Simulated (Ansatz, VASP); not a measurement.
## One calculation of BN, two programs

```
B N
1.0
     2.34655    0.00000    0.00000
    -1.17327    2.03217    0.00000
     0.00000    0.00000    6.42790
B N
2 2
Direct
  0.33333 0.66667 0.25000
  0.66667 0.33333 0.75000
  0.33333 0.66667 0.75000
  0.66667 0.33333 0.25000
```

Alike in both runs: task single point; functional LDA; k mesh 12 × 12 × 4; occupations gaussian, width 0.05 eV; no spin polarisation.

```csv
,VASP,Ansatz
version,VASP 6.6.1,Ansatz 0.2.0
potentials or method,"VASP PAW LDA potentials, release 64 (B, N), cutoff 520 eV","scalar-relativistic, plane waves, PAW"
valence electrons in the cell,16,16
```

```csv
,VASP,Ansatz,Ansatz less VASP
gap on the k mesh at the Fermi level (eV),4.29,4.30,+0.016
least direct gap on the mesh (eV),4.88,4.89,+0.017
```

Ansatz warns that its potentials were made for another functional, while VASP's fit it. LDA's correlation is that of Perdew and Zunger in VASP and of Perdew and Wang (1992) in Ansatz.
